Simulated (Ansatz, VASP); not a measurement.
## IrF in VASP and in Ansatz

```
Ir F
1.0
     2.64386    0.00000    0.00000
    -1.32193    2.28965    0.00000
     0.00000    0.00000    4.14925
Ir F
1 1
Direct
  0.66667 0.33333 0.00000
  0.00000 0.00000 0.50000
```

Change from the starting cell: species swapped into the BiPb type (P-6m2, No. 187).

Alike in both runs: functional PBE; k mesh 24 × 24 × 12; occupations gaussian, width 0.1 eV; collinear spin.

Ansatz relaxed the structure, and its values are those at the end. VASP's run is a single point on that final structure, the one shown.

|  | VASP | Ansatz |
| --- | --- | --- |
| version | VASP 6.6.1 | Ansatz 0.2.0 |
| potentials or method | VASP PAW PBE potentials, release 64 (Ir, F), cutoff 520 eV | scalar-relativistic, plane waves, PAW |
| valence electrons in the cell | 16 | 24 |

```csv
,VASP,Ansatz,Ansatz less VASP
gap on the k mesh at the Fermi level (eV),none,none,-
pressure (GPa),0.0,0.0,+0.02
net moment per atom (μB),0.00,0.00,0.000
```

A gap of «none» marks a metal or a gap that the smearing closes. VASP's potentials hold 16 valence electrons a cell and Ansatz's 24, so a difference there can come from the potentials and not from the codes. Ansatz's warnings: seeded moment not kept.

Spin-orbit coupling is off throughout.
